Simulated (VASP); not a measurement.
Set up this calculation in VASP 6.6.1, as the native input.

| Quantity | Value |
| --- | --- |
| Task | single point |
| Functional | PBEsol |
| Potentials or basis | VASP PAW PBE potentials, release 64 (Sr_sv) |
| Cutoff | 520 eV |
| k mesh | 18 × 18 × 18 |
| Occupations | gaussian, width 0.1 eV |
| Spin | no spin polarisation |
| Dipole correction | no |
| Further INCAR settings | ALGO = Fast; EDIFF = 1e-07; NBANDS = 11 |

The structure of Sr lies in POSCAR:

```
Sr
1.0
   -2.0919581279      2.0919581279      2.9661903097
    2.0919581279     -2.0919581279      2.9661903097
    2.0919581279      2.0919581279     -2.9661903097
Sr
1
Direct
    0.0000000000      0.0000000000      0.0000000000
```

The input as run:

INCAR

```
PREC = Accurate
ENCUT = 520
EDIFF = 1E-7
ISMEAR = 0
SIGMA = 0.1
LREAL = False
LASPH = True
NELM = 80
ALGO = Fast
ISIF = 2
LWAVE = False
LCHARG = False
GGA = PS
NBANDS = 11
```

KPOINTS

```
regular mesh
0
Gamma
  18 18 18
```

Potentials or basis: VASP PAW PBE potentials, release 64 (Sr_sv).

Launch:

```sh
$ cat potpaw_PBE.64/Sr_sv/POTCAR > POTCAR
$ mpirun -np 1 vasp_std > vasp.out
```

It gave:

* Pressure: 0.0 GPa
* Band gap on the k mesh: zero (filled and empty bands overlap)

Caveat: the PAW data sets were made with another functional, which shifts forces and pressure a little.

Wall time 100 s on 1 thread of Intel(R) Xeon(R) 6975P-C (Granite Rapids), with other jobs on the host, peak memory 0.39 GiB.
